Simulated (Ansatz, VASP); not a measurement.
## CO: VASP beside Ansatz

```xyz
8
Lattice="5.9526 0.0000 0.0000 0.0000 5.9526 0.0000 0.0000 0.0000 5.9526" Properties=species:S:1:pos:R:3 pbc="T T T"
C     5.7422    5.7422    5.7422
C     3.1868    0.2104    2.7659
C     2.7659    3.1868    0.2104
C     0.2104    2.7659    3.1868
O     0.4435    0.4435    0.4435
O     2.5328    5.5091    3.4199
O     3.4199    2.5328    5.5091
O     5.5091    3.4199    2.5328
```

Alike in both runs: task relaxation of cell and atoms; functional PBEsol; k mesh 4 × 4 × 4; occupations gaussian, width 0.02 eV; no spin polarisation.

```csv
,VASP,Ansatz
version,VASP 6.6.1,Ansatz 0.2.0
potentials or method,"VASP PAW PBE potentials, release 64 (C, O), cutoff 600 eV","scalar-relativistic, plane waves, PAW"
valence electrons in the cell,40,40
```

Ansatz gave:

| Property | Result |
| --- | --- |
| gap on the k mesh at the Fermi level, each at its own relaxed structure (eV) | 6.18 |
| relaxed volume (Å³/atom) | 26.37 |
| relaxed length of the cell vector where the two differ most in proportion (Å) | 5.953 |

Question: What did VASP give for the same quantities?

Answer: gap on the k mesh at the Fermi level, each at its own relaxed structure (eV): 5.92; relaxed volume (Å³/atom): 22.82; relaxed length of the cell vector where the two differ most in proportion (Å): 5.673.

VASP's potentials were made for PBE, not for PBEsol. One of these differences is far larger than is usual between the two programs; its cause wasn't traced.

Noted on VASP's run: the standard files for N, O and F lose accuracy on very short bonds.
